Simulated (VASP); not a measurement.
# Hg (P6_3/mmc) in VASP: single point with PBEsol+D3(BJ)

Aim: the single point of Hg with PBEsol+D3(BJ).

Everything below comes from runs of VASP 6.6.1. Logs are shortened: lines on timing, memory, paths and dates and some standing lists are left out, and cuts for length are marked.

### 1 The cell of the first run

It takes space group P6_3/mmc (No. 194, hexagonal). Conventional cell: a = 3.036 Å, b = 3.036 Å, c = 5.601 Å, α = 90.00°, β = 90.00°, γ = 120.00°. Within 4.0 Å of Hg (site symmetry -6m2) lie 12 Hg at 3.04 to 3.30 Å.

### 2 Single point, PBEsol+D3(BJ)

INCAR reads:

```
PREC = Accurate
ENCUT = 550
EDIFF = 1E-6
ISMEAR = 0
SIGMA = 0.15
LREAL = False
LASPH = True
NELM = 120
ALGO = Normal
ISIF = 2
LWAVE = False
LCHARG = True
GGA = PS
IVDW = 12
LELF = True
LVHAR = True
NBANDS = 27
GGA_COMPAT = False
```

KPOINTS reads:

```
regular mesh
0
Gamma
  18 18 10
```

POSCAR reads:

```
Hg
1.0
    3.0358000000      0.0000000000      0.0000000000
   -1.5179000000      2.6290799208      0.0000000000
    0.0000000000      0.0000000000      5.6014000000
Hg
2
Direct
    0.6666666667      0.3333333333      0.7500000000
    0.3333333333      0.6666666667      0.2500000000
```

Potentials or basis: VASP PAW PBE potentials, release 64 (Hg_sv_GW).

Command:

```sh
$ cat potpaw_PBE.64/Hg_sv_GW/POTCAR > POTCAR
$ mpirun -np 1 vasp_std > vasp.out
```

OUTCAR:

```text
PREC = Accurate
   ENCUT = 550
   EDIFF = 1E-6
   ISMEAR = 0
   LREAL = False
   LASPH = True
   NELM = 120
   ISIF = 2
   GGA = PS
   IVDW = 12
 IVDW          = 12

 ion  position               nearest neighbor table
   1  0.667  0.333  0.750-
   2  0.333  0.667  0.250-

  LATTYP: Found a hexagonal cell.
 ALAT       =     3.0358000000
 C/A-ratio  =     1.8451149615

  Lattice vectors:

 A1 = (   3.0358000000,   0.0000000000,   0.0000000000)
 A2 = (  -1.5179000000,   2.6290799208,   0.0000000000)
 A3 = (   0.0000000000,   0.0000000000,   5.6014000000)

Analysis of symmetry for initial positions (statically):
=====================================================================
 Subroutine PRICEL returns:
 Original cell was already a primitive cell.

 Routine SETGRP: Setting up the symmetry group for a
 hexagonal supercell.

 Subroutine GETGRP returns: Found 24 space group operations
 (whereof 12 operations were pure point group operations)
 out of a pool of 24 trial point group operations.

The static configuration has the point symmetry D_3d.
 The point group associated with its full space group is D_6h.

Analysis of symmetry for dynamics (positions and initial velocities):
=====================================================================
 Subroutine PRICEL returns:
 Original cell was already a primitive cell.

 Routine SETGRP: Setting up the symmetry group for a
 hexagonal supercell.

 Subroutine GETGRP returns: Found 24 space group operations
 (whereof 12 operations were pure point group operations)
 out of a pool of 24 trial point group operations.

The dynamic configuration has the point symmetry D_3d.
 The point group associated with its full space group is D_6h.

 Subroutine INISYM returns: Found 24 space group operations
 (whereof 12 operations are pure point group operations),
 and found     1 'primitive' translations

----------------------------------------------------------------------------------------

                                     Primitive cell

  volume of cell :      44.7068

  direct lattice vectors                    reciprocal lattice vectors
     3.035800000  0.000000000  0.000000000     0.329402464  0.190180601  0.000000000
    -1.517900000  2.629079921  0.000000000     0.000000000  0.380361202  0.000000000
     0.000000000  0.000000000  5.601400000     0.000000000  0.000000000  0.178526797

  length of vectors
     3.035800000  3.035800000  5.601400000     0.380361202  0.380361202  0.178526797

  position of ions in fractional coordinates (direct lattice)
     0.666666667  0.333333333  0.750000000
     0.333333333  0.666666667  0.250000000

  ion indices of the primitive-cell ions
   primitive index   ion index
                 1           1
                 2           2

----------------------------------------------------------------------------------------

 KPOINTS: regular mesh

Automatic generation of k-mesh.
 Grid dimensions read from file:
 generate k-points for:   18   18   10

 Generating k-lattice:

  Cartesian coordinates                     Fractional coordinates (reciprocal lattice)
     0.018300137  0.010565589  0.000000000     0.055555556  0.000000000  0.000000000
     0.000000000  0.021131178  0.000000000     0.000000000  0.055555556  0.000000000
     0.000000000  0.000000000  0.017852680     0.000000000  0.000000000  0.100000000

  Length of vectors
     0.021131178  0.021131178  0.017852680

  Shift w.r.t. Gamma in fractional coordinates (k-lattice)
     0.000000000  0.000000000  0.000000000

 Subroutine IBZKPT returns following result:
 ===========================================

 Found    222 irreducible k-points:

 Following reciprocal coordinates:
            Coordinates               Weight
  0.000000  0.000000  0.000000      1.000000
  0.055556  0.000000  0.000000      6.000000
  0.111111  0.000000  0.000000      6.000000
  0.166667  0.000000  0.000000      6.000000
  0.222222  0.000000  0.000000      6.000000
  0.277778  0.000000  0.000000      6.000000
[... 16 lines left out ...]
  0.333333  0.111111  0.000000     12.000000
  0.388889  0.111111  0.000000     12.000000
 [... further k-points ...]
   k-points           NKPTS =    222   k-points in BZ     NKDIM =    222   number of bands    NBANDS=     27
   number of dos      NEDOS =    301   number of ions     NIONS =      2
   total plane-waves  NPLWV =  27648
   dimension x,y,z NGX =    24 NGY =   24 NGZ =   48
   dimension x,y,z NGXF=    48 NGYF=   48 NGZF=   96
   ions per type =               2
   NGX,Y,Z   is equivalent  to a cutoff of  13.14, 13.14, 14.25 a.u.
   NGXF,Y,Z  is equivalent  to a cutoff of  26.29, 26.29, 28.49 a.u.
 SYSTEM =  unknown system
   PREC   = accura    normal or accurate (medium, high low for compatibility)
   ISTART =      0    job   : 0-new  1-cont  2-samecut
   ICHARG =      2    charge: 1-file 2-atom 10-const
   ISPIN  =      1    spin polarized calculation?
   LNONCOLLINEAR =      F non collinear calculations
   LSORBIT =      F    spin-orbit coupling
   LASPH  =      T    aspherical Exc in radial PAW
   ENCUT  =  550.0 eV  40.42 Ry    6.36 a.u.   5.81  5.81 10.71*2*pi/ulx,y,z
   NELM   =    120;   NELMIN=  2; NELMDL= -5     # of ELM steps
   EDIFF  = 0.1E-05   stopping-criterion for ELM
   LREAL  =      F    real-space projection
   EDIFFG = 0.1E-04   stopping-criterion for IOM
   NSW    =      0    number of steps for IOM
   IBRION =     -1    ionic relax: 0-MD 1-quasi-New 2-CG
   NFREE  =      0    steps in history (QN), initial steepest desc. (CG)
   ISIF   =      2    stress and relaxation
   ISYM   =      2    0-nonsym 1-usesym 2-fastsym
   POTIM  = 0.5000    time-step for ionic-motion
   TEBEG  =    0.0;   TEEND  =   0.0 temperature during run
   PSTRESS=    0.0 pullay stress
   NELECT =      40.0000    total number of electrons
   NUPDOWN=      -1.0000    fix difference up-down
   EMIN   =  10.00;   EMAX   =-10.00  energy-range for DOS
   EFERMI =   0.00;   METHOD = LEGACY
   ISMEAR =     0;   SIGMA  =   0.15  broadening in eV -4-tet -1-fermi 0-gaus
   EFERMI_NEDOS =   21; number of points for ismear=-14 and -15
   IALGO  =     38    algorithm
   IMIX   =      4    mixing-type and parameters
     AMIX     =   0.40;   BMIX     =  1.00
     AMIX_MAG =   1.60;   BMIX_MAG =  1.00
  volume/ion in A,a.u.               =      22.35       150.85
  Fermi-wavevector in a.u.,A,eV,Ry     =   1.577503  2.981049 33.858331  2.488517
  Thomas-Fermi vector in A             =   2.678176
   LORBIT       =      0    0 simple, 1 ext, 2 COOP (PROOUT), +10 PAW based schemes
   GGA     = PS    functional components
   LHFCALC =     F    Hartree Fock is set to
   AEXX    =    0.0000 exact exchange contribution
   IVDW    =    12    specifies the selected vdW correction
   LEPSILON=     F    determine dielectric tensor
   LRPA    =     F    only Hartree local field effects (RPA)
 non-spin polarized calculation
 Gauss-broadening in eV      SIGMA  =   0.15
  energy-cutoff  :      550.00
  volume of cell :       44.71
 maximum number of plane-waves:      1324
 NGX is ok and might be reduce to    24
   NGX = 11   NGY = 11   NGZ = 21

 number of electron      40.0000021 magnetization

 Free energy of the ion-electron system (eV)
  ---------------------------------------------------
  ext. energy  EPLUGINS =         0.00000000
  ---------------------------------------------------
  free energy    TOTEN  =        -1.09438971 eV

  energy without entropy =       -1.08487506  energy(sigma->0) =       -1.08963239

 E-fermi :   6.4637     XC(G=0): -11.8601

 val. band max:        6.4623938695   @ k =   0.3889   0.0556   0.0000
 cond. band min:       6.4760924318   @ k =   0.0000   0.0000   0.2000
 fundamental gap:      0.0136985624
 Fermi energy:         6.4637284100

 k-point     1 :       0.0000    0.0000    0.0000
  band No.  band energies     occupation
      1    -108.6403      2.00000
      2    -108.6397      2.00000
      3     -56.9323      2.00000
      4     -56.9053      2.00000
      5     -56.9053      2.00000
      6     -56.9052      2.00000
[... 19 lines left out ...]
     26      21.1900      0.00000
     27      23.5536      0.00000

 k-point     2 :       0.0556    0.0000    0.0000
  band No.  band energies     occupation
      1    -108.6403      2.00000
      2    -108.6396      2.00000
      3     -56.9319      2.00000
      4     -56.9071      2.00000
      5     -56.9058      2.00000
      6     -56.9052      2.00000
[... 19 lines left out ...]
     26      21.4733      0.00000
     27      23.6378      0.00000

 k-point     3 :       0.1111    0.0000    0.0000
  band No.  band energies     occupation
      1    -108.6401      2.00000
      2    -108.6394      2.00000
      3     -56.9307      2.00000
      4     -56.9122      2.00000
      5     -56.9091      2.00000
      6     -56.9072      2.00000
[... 19 lines left out ...]
     26      21.7586      0.00000
     27      22.2869      0.00000

 k-point     4 :       0.1667    0.0000    0.0000
  band No.  band energies     occupation
      1    -108.6398      2.00000
      2    -108.6392      2.00000
      3     -56.9290      2.00000
      4     -56.9202      2.00000
      5     -56.9171      2.00000
      6     -56.9095      2.00000
[... 19 lines left out ...]
     26      20.5802      0.00000
     27      20.7906      0.00000
[... 516 lines left out ...]
      4     -56.9475      2.00000
      5     -56.9211      2.00000
      6     -56.9209      2.00000
[... 19 lines left out ...]
     26      18.6782      0.00000
     27      19.0223      0.00000

 k-point    23 :       0.3333    0.1111    0.0000
  band No.  band energies     occupation
      1    -108.6382      2.00000
      2    -108.6379      2.00000
      3     -56.9569      2.00000
      4     -56.9543      2.00000
      5     -56.9237      2.00000
      6     -56.9194      2.00000
[... 19 lines left out ...]
     26      18.0979      0.00000
     27      18.6876      0.00000

 k-point    24 :       0.3889    0.1111    0.0000
  band No.  band energies     occupation
      1    -108.6380      2.00000
      2    -108.6378      2.00000
      3     -56.9614      2.00000
      4     -56.9586      2.00000
      5     -56.9255      2.00000
      6     -56.9209      2.00000
[... 19 lines left out ...]
     26      17.7195      0.00000
     27      18.4827      0.00000

 [... further k-points ...]

------------------------ aborting loop because EDIFF is reached ----------------------------------------

 Edisp (eV)   -0.89454

 E8    (eV) :    -0.6069

  FORCE on cell =-STRESS in cart. coord.  units (eV):
  Direction    XX          YY          ZZ          XY          YZ          ZX
  --------------------------------------------------------------------------------------
  -------------------------------------------------------------------------------------
  Total      -0.20706    -0.20706    -0.73871     0.00000     0.00000     0.00000
  in kB      -7.42064    -7.42064   -26.47334     0.00000     0.00000     0.00000
  external pressure =      -13.77 kB  Pullay stress =        0.00 kB

 VOLUME and BASIS-vectors are now :
 -----------------------------------------------------------------------------
  energy-cutoff  :      550.00
  volume of cell :       44.71
      direct lattice vectors                 reciprocal lattice vectors
     3.035800000  0.000000000  0.000000000     0.329402464  0.190180601  0.000000000
    -1.517900000  2.629079921  0.000000000     0.000000000  0.380361202  0.000000000
     0.000000000  0.000000000  5.601400000     0.000000000  0.000000000  0.178526797

 POSITION                                       TOTAL-FORCE (eV/Angst)
 -----------------------------------------------------------------------------------
      1.51790      0.87636      4.20105         0.000000     -0.000000      0.000000
     -0.00000      1.75272      1.40035        -0.000000      0.000000     -0.000000
 -----------------------------------------------------------------------------------
    total drift:                               -0.000000      0.000000     -0.000000

  FREE ENERGIE OF THE ION-ELECTRON SYSTEM (eV)
  ---------------------------------------------------
  free  energy   TOTEN  =        -1.9889336785 eV

  energy  without entropy=       -1.9794190284  energy(sigma->0) =       -1.98417635
```

Run time: 1.8 min. Hardware: 1 thread of Intel Xeon Platinum 8488C (Sapphire Rapids), shared host; peak memory 0.4 GiB.

Results:

* Free energy: -1.9889 eV
* Pressure: -1.4 GPa
* Band gap on the k mesh: zero (bands 20 and 21 overlap by 2.81 eV)
* Dispersion energy per atom: -0.447 eV

Stress tensor (GPa, compression positive):
```
-0.74  0.00  0.00
 0.00 -0.74  0.00
 0.00  0.00 -2.65
```

Caveat: the PAW data sets were made with another functional, which shifts forces and pressure a little; spin-orbit coupling is left out, which moves the levels of the heavy elements.
